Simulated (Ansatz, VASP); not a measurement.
# One calculation of C, two programs

The input INCAR:

```
SYSTEM = C
ALGO = Normal
EDIFF = 1E-6
ENCUT = 520
GGA = PE
ISIF = 2
ISMEAR = 0
IVDW = 12
LASPH = .True.
LCHARG = .False.
LREAL = .False.
LWAVE = .False.
NBANDS = 16
NELM = 80
PREC = Accurate
SIGMA = 0.03
```

The input KPOINTS:

```
k-points
0
Gamma
  14 10 8
  0 0 0
```

POSCAR

```
C
1.0
   -1.2327815062      2.1341012746      0.0000000000
   -1.2327815062      0.0000000000     -3.3978816559
   -3.6983445185     -2.1341012746      0.0000000000
C
4
Direct
    0.2436985864      0.0256629864      0.9102524502
    0.7563912134     -0.0256629864      0.4230509498
    0.2536154157     -0.0148327366      0.5870548118
    0.7462947845      0.0148327366      0.0796417882
```

Input for Ansatz:

```yaml
crystal:
  lattice:
    - [-1.2327815062, 2.1341012746, 0.0]
    - [-1.2327815062, 0.0, -3.3978816559]
    - [-3.6983445185, -2.1341012746, 0.0]
  atoms:
    - { symbol: C, position: [0.2436985864, 0.0256629864, 0.9102524502] }
    - { symbol: C, position: [0.7563912134, -0.0256629864, 0.4230509498] }
    - { symbol: C, position: [0.2536154157, -0.0148327366, 0.5870548118] }
    - { symbol: C, position: [0.7462947845, 0.0148327366, 0.0796417882] }
basis:
  ecutwfc: 520.0
kpoints:
  mp_grid: { grid: [14, 10, 8] }
hamiltonian:
  xc: pbe
  pseudopotentials: { kind: paw, azcp: { folder: soft_1 } }
  dispersion: d3bj
scf:
  occupations: { method: gaussian, width: 0.03 }
output:
  forces: true
  stress: true
  eigenvalues: true
```

Change from the starting cell: mode 4 frozen in at -0.069 Å and mode 6 at -0.018 Å (largest displacements).

Alike in both runs: task single point; functional PBE; dispersion D3(BJ); k mesh 14 × 10 × 8; occupations gaussian, width 0.03 eV; no spin polarisation.

```csv
,VASP,Ansatz
version,VASP 6.6.1,Ansatz 0.2.0
potentials or method,"VASP PAW PBE potentials, release 64 (C), cutoff 520 eV","scalar-relativistic, plane waves, PAW"
valence electrons in the cell,16,16
```

```csv
,VASP,Ansatz,Ansatz less VASP
gap on the k mesh at the Fermi level (eV),0.37,0.37,0.000
least direct gap on the mesh (eV),0.48,0.48,0.000
pressure (GPa),-0.5,-0.9,-0.44
"traceless stress, the component that is largest in VASP (GPa)",-1.29,-1.28,+0.008
rms of the force components (eV/Å),0.449,0.451,+0.0023
```

Atom by atom the forces differ by 0.003 eV/Å (rms over components).
